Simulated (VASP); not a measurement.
Here is a VASP 6.6.1 calculation.

The input POSCAR:

```
MgO2
1.0
    1.6047610160      0.9265092046      3.4415691918
   -1.6047610160      0.9265092046      3.4415691918
    0.0000000000     -1.8530184092      3.4415691918
Mg O
1 2
Direct
    0.0000000000      0.0000000000      0.0000000000
    0.4287860000      0.4287860000      0.4287860000
    0.5712140000      0.5712140000      0.5712140000
```

Contents of INCAR.step1:

```
PREC = Accurate
ENCUT = 520
ISMEAR = 0
SIGMA = 0.05
LREAL = False
LASPH = True
NELM = 100
NBANDS = 14
GGA = PE
ALGO = Normal
EDIFF = 1E-4
LWAVE = True
LCHARG = False
```

INCAR.step2

```
PREC = Accurate
ENCUT = 520
EDIFF = 1E-6
ISMEAR = 0
SIGMA = 0.05
LREAL = False
LASPH = True
NELM = 100
ALGO = Normal
ISIF = 2
LWAVE = False
LCHARG = False
METAGGA = R2SCAN
LMIXTAU = True
NBANDS = 14
ISTART = 1
```

The input KPOINTS:

```
regular mesh
0
Gamma
  12 12 12
```

Potentials or basis: VASP PAW PBE potentials, release 64 (Mg, O).

Run with:

```sh
$ cat potpaw_PBE.64/Mg/POTCAR potpaw_PBE.64/O/POTCAR > POTCAR
$ cp INCAR.step1 INCAR
$ mpirun -np 1 vasp_std > vasp.out
$ cp INCAR.step2 INCAR
$ mpirun -np 1 vasp_std > vasp.out
```

Task: What does it give for the band gap on the k mesh?

Result: 3.24 eV.

Task: Estimate the pressure.

Result: -2.9 GPa.

Forces in eV/Å, atoms in the order of the input:
```
Mg   0.000  0.000  0.000
O    0.000  0.000 -0.505
O    0.000  0.000  0.505
```

Caveat: the cell differs from its parent crystal (strain +0.000 along x and y, -0.015 along z); the PAW data sets were made with another functional, which shifts forces and pressure a little. A k mesh can miss the band edges.
